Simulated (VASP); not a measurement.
# Ta4O (P-43m) in VASP: further runs, part 2 of 2

VASP 6.6.1. The steps go on from the part before.

## 5. Single point, PBE

INCAR

```
  PREC = Accurate
  ENCUT = 520
  EDIFF = 1E-6
  ISMEAR = 0
  SIGMA = 0.1
  LREAL = False
  LASPH = True
  NELM = 100
  ALGO = Normal
  ISIF = 2
  LWAVE = False
  LCHARG = False
  GGA = PE
  NBANDS = 33
```

KPOINTS

```
Automatic mesh
0
Gamma
  8 8 8
```

POSCAR

```
Ta4O
1.0
    4.3942969832      0.0000000000      0.0000000000
    0.0000000000      4.3942969832      0.0000000000
    0.0000000000      0.0000000000      4.3942969832
Ta O
4 1
Direct
    0.2637880664      0.7362119336      0.7362119336
    0.7362119336      0.2637880664      0.7362119336
    0.7362119336      0.7362119336      0.2637880664
    0.2637880664      0.2637880664      0.2637880664
    0.0000000000      0.0000000000      0.0000000000
```

Potentials or basis: VASP PAW PBE potentials, release 64 (Ta_pv, O).

The run is started by

```
> cat potpaw_PBE.64/Ta_pv/POTCAR potpaw_PBE.64/O/POTCAR > POTCAR
> mpirun -np 1 vasp_std > vasp.out
```

OUTCAR:

```text
PREC = Accurate
   ENCUT = 520
   EDIFF = 1E-6
   ISMEAR = 0
   LREAL = False
   LASPH = True
   NELM = 100
   ISIF = 2
   GGA = PE

 ion  position               nearest neighbor table
   1  0.264  0.736  0.736-   5 2.01   3 2.94   4 2.94   2 2.94   2 3.11   4 3.11   3 3.11   4 3.11
                             2 3.11   3 3.11   3 3.28   4 3.28   2 3.28
   2  0.736  0.264  0.736-   5 2.01   3 2.94   4 2.94   1 2.94   1 3.11   4 3.11   3 3.11   4 3.11
                             1 3.11   3 3.11   3 3.28   4 3.28   1 3.28
   3  0.736  0.736  0.264-   5 2.01   2 2.94   4 2.94   1 2.94   1 3.11   4 3.11   2 3.11   4 3.11
                             1 3.11   2 3.11   4 3.28   1 3.28   2 3.28
   4  0.264  0.264  0.264-   5 2.01   2 2.94   3 2.94   1 2.94   1 3.11   2 3.11   1 3.11   3 3.11
                             2 3.11   3 3.11   1 3.28   2 3.28   3 3.28
   5  0.000  0.000  0.000-   1 2.01   2 2.01   3 2.01   4 2.01

  LATTYP: Found a simple cubic cell.
 ALAT       =     4.3942969832

  Lattice vectors:

 A1 = (   4.3942969832,   0.0000000000,   0.0000000000)
 A2 = (   0.0000000000,   4.3942969832,   0.0000000000)
 A3 = (   0.0000000000,   0.0000000000,   4.3942969832)

Analysis of symmetry for initial positions (statically):
=====================================================================
 Subroutine PRICEL returns:
[... 179 lines left out ...]

 val. band max:        5.4242226161   @ k =   0.3750   0.2500   0.1250
 cond. band min:       5.4457866331   @ k =   0.5000   0.5000   0.3750
 fundamental gap:      0.0215640171
 Fermi energy:         5.4261802483

 k-point     1 :       0.0000    0.0000    0.0000
  band No.  band energies     occupation
      1     -29.7096      2.00000
      2     -29.2664      2.00000
      3     -29.2664      2.00000
      4     -29.0466      2.00000
      5     -29.0466      2.00000
      6     -29.0466      2.00000
[... 853 lines left out ...]
     32       8.2642      0.00000
     33       9.1679      0.00000

 [... further k-points ...]
[... 5 lines left out ...]
  --------------------------------------------------------------------------------------
  -------------------------------------------------------------------------------------
  Total        0.0973033      0.0973033      0.0973033     -0.0000000     -0.0000000      0.0000000
  in kB        1.8372578      1.8372578      1.8372578     -0.0000000     -0.0000000      0.0000000
  external PRESSURE =       1.8372578 kB  Pullay stress =       0.0000000 kB

 VOLUME and BASIS-vectors are now :
 -----------------------------------------------------------------------------
  energy-cutoff  :      520.00
  volume of cell :       84.85
      direct lattice vectors                 reciprocal lattice vectors
     4.394296983  0.000000000  0.000000000     0.227567687  0.000000000  0.000000000
     0.000000000  4.394296983  0.000000000     0.000000000  0.227567687  0.000000000
     0.000000000  0.000000000  4.394296983     0.000000000  0.000000000  0.227567687

 POSITION                                       TOTAL-FORCE (eV/Angst)
 -----------------------------------------------------------------------------------
      1.15916      3.23513      3.23513         0.030273     -0.030273     -0.030273
      3.23513      1.15916      3.23513        -0.030273      0.030273     -0.030273
      3.23513      3.23513      1.15916        -0.030273     -0.030273      0.030273
      1.15916      1.15916      1.15916         0.030273      0.030273      0.030273
      0.00000      0.00000      0.00000        -0.000000      0.000000     -0.000000
 -----------------------------------------------------------------------------------
    total drift:                               -0.000000     -0.000000     -0.000000

  FREE ENERGIE OF THE ION-ELECTRON SYSTEM (eV)
  ---------------------------------------------------
  free  energy   TOTEN  =       -54.6944818512 eV

  energy  without entropy=      -54.6682497750  energy(sigma->0) =      -54.68136581
```

OSZICAR:

```text
N       E                     dE             d eps       ncg     rms          rms(c)
DAV:   1     0.473597655425E+03    0.47360E+03   -0.27626E+04  2310   0.156E+03
DAV:   2    -0.353465167867E+02   -0.50894E+03   -0.49427E+03  2549   0.456E+02
DAV:   3    -0.583097458757E+02   -0.22963E+02   -0.22223E+02  2961   0.888E+01
DAV:   4    -0.587414248304E+02   -0.43168E+00   -0.42960E+00  2780   0.120E+01
DAV:   5    -0.587521015080E+02   -0.10677E-01   -0.10667E-01  3035   0.148E+00    0.298E+01
DAV:   6    -0.552258411423E+02    0.35263E+01   -0.14684E+01  2871   0.217E+01    0.141E+01
DAV:   7    -0.547677303090E+02    0.45811E+00   -0.16403E+00  2691   0.828E+00    0.593E+00
DAV:   8    -0.547000387223E+02    0.67692E-01   -0.37424E-01  2658   0.364E+00    0.716E-01
DAV:   9    -0.546966805359E+02    0.33582E-02   -0.70706E-02  2932   0.152E+00    0.447E-01
DAV:  10    -0.546943495388E+02    0.23310E-02   -0.13504E-02  2722   0.624E-01    0.899E-02
DAV:  11    -0.546944843954E+02   -0.13486E-03   -0.12797E-03  2644   0.176E-01    0.313E-02
DAV:  12    -0.546944912112E+02   -0.68158E-05   -0.56895E-05  2993   0.381E-02    0.273E-02
DAV:  13    -0.546944833976E+02    0.78136E-05   -0.14290E-05  2604   0.214E-02    0.861E-03
DAV:  14    -0.546944819555E+02    0.14422E-05   -0.41935E-06  2174   0.104E-02    0.716E-04
DAV:  15    -0.546944818512E+02    0.10427E-06   -0.20337E-07  1368   0.281E-03
   1 F= -.54694482E+02 E0= -.54681366E+02  d E =-.262321E-01
```

It took 36 s on 1 thread of Intel Xeon 6975P-C (Granite Rapids), shared host; peak memory 0.24 GiB.

Results:

```yaml
Free_energy: -54.6945 eV
Pressure: 0.2 GPa
Largest_force: 0.052 eV/Å
Band_gap_on_the_k_mesh: zero (band 25 reaches 7.05 eV, above the bottom of band 26 at 4.87 eV)
```

Forces on the atoms (eV/Å):
```
Ta   0.030 -0.030 -0.030
Ta  -0.030  0.030 -0.030
Ta  -0.030 -0.030  0.030
Ta   0.030  0.030  0.030
O    0.000  0.000  0.000
```

Caveat: spin-orbit coupling is left out, which moves the levels of the heavy elements.

## 6. Single point, PBE, collinear spin, ferromagnetic start

INCAR

```
SYSTEM = Ta4O
PREC = Accurate
ENCUT = 520
EDIFF = 1E-7
ISMEAR = 0
SIGMA = 0.1
LREAL = .FALSE.
LASPH = .TRUE.
NELM = 150
ALGO = Normal
ISIF = 2
LWAVE = .FALSE.
LCHARG = .TRUE.
ISPIN = 2
MAGMOM = 1 1 1 1 0
LORBIT = 11
LMAXMIX = 4
GGA = PE
LELF = .TRUE.
LVHAR = .TRUE.
NBANDS = 37
```

KPOINTS

```
Automatic mesh
0
G
  4 4 4
  0 0 0
```

POSCAR

```
Ta4O
1.0
    4.3959182816      0.0000000000      0.0000000000
    0.0000000000      4.3959182816      0.0000000000
    0.0000000000      0.0000000000      4.3959182816
Ta O
4 1
Direct
    0.2637668389      0.7362331611      0.7362331611
    0.7362331611      0.2637668389      0.7362331611
    0.7362331611      0.7362331611      0.2637668389
    0.2637668389      0.2637668389      0.2637668389
    0.0000000000      0.0000000000      0.0000000000
```

Potentials or basis: VASP PAW PBE potentials, release 64 (Ta_pv, O).

The run is started by

```
> cat potpaw_PBE.64/Ta_pv/POTCAR potpaw_PBE.64/O/POTCAR > POTCAR
> mpirun -np 1 vasp_std > vasp.out
```

It took 35 s on 1 thread of Intel Xeon 6975P-C (Granite Rapids), shared host; peak memory 0.26 GiB.

Results (log left out):

* Free energy: -54.7098 eV
* Pressure: 0.1 GPa
* Largest force: 0.058 eV/Å
* Band gap on the k mesh: zero (filled and empty bands overlap)
* Net moment: 0.00 μB per cell
* Valence electrons inside the program's atomic spheres: Ta 8.78; O 5.17

Forces in eV/Å, atoms in the order of the input:
```
Ta   0.034 -0.034 -0.034
Ta  -0.034  0.034 -0.034
Ta  -0.034 -0.034  0.034
Ta   0.034  0.034  0.034
O    0.000  0.000  0.000
```

Levels at points of the mesh, in eV from the Fermi level:
Spin up:
```csv
k point,band 21,band 22,band 23,band 24,band 25,band 26,band 27,band 28,band 29,band 30
"(0.00, 0.00, 0.00)",-2.74,-2.74,-1.44,1.60,1.60,1.60,1.61,1.61,3.25,3.25
"(0.50, 0.00, 0.00)",-1.50,-1.44,-1.26,-1.21,-0.42,-0.39,1.28,1.28,1.60,2.05
"(0.50, 0.50, 0.00)",-1.32,-1.08,-0.77,-0.77,-0.57,-0.57,1.20,1.27,1.27,1.37
"(0.50, 0.50, 0.50)",-0.09,-0.09,0.23,0.23,0.23,0.32,0.32,0.32,2.24,2.24
```
Spin down:
```
           k point  band 22  band 23  band 24  band 25  band 26  band 27  band 28  band 29
(0.00, 0.00, 0.00)    -2.74    -1.44     1.60     1.60     1.60     1.61     1.61     3.25
(0.50, 0.00, 0.00)    -1.44    -1.26    -1.21    -0.42    -0.39     1.28     1.28     1.60
(0.50, 0.50, 0.00)    -1.08    -0.77    -0.77    -0.57    -0.57     1.20     1.27     1.27
(0.50, 0.50, 0.50)    -0.09     0.23     0.23     0.23     0.32     0.32     0.32     2.24
```

Caveat: spin-orbit coupling is left out, which moves the levels of the heavy elements.

## 7. Overview

```csv
task,spin,cell,k mesh,cutoff (eV),gap on the mesh (eV),pressure (GPa),largest force (eV/Å)
single point,off,"a = 4.396 Å, 5 atoms",4 × 4 × 4,520,none,0.1,0.06
single point,off,"a = 4.537 Å, 5 atoms",4 × 4 × 4,520,none,-6.3,3.94
relaxation of cell and atoms,off,"relaxed from a = 4.537 Å, 5 atoms",4 × 4 × 4,600,none,0.2,0.04
single point,off,"a = 4.394 Å, 5 atoms",8 × 8 × 8,520,none,0.2,0.05
single point,"collinear, ferromagnetic start","a = 4.396 Å, 5 atoms",4 × 4 × 4,520,none,0.1,0.06
```

Alike in all rows: level PBE; potentials or basis VASP PAW PBE potentials, release 64 (Ta_pv, O); smearing gaussian 0.1 eV.

Every run on the cell as given and a fine mesh finds a metal.

Caveats: spin-orbit coupling is left out, which moves the levels of the heavy elements; forces of over 1 eV/Å act on the atoms, so gaps and moduli don't describe the material at rest (some runs).

Total energies depend on the potentials used, so only differences within one code and one set of settings carry meaning.
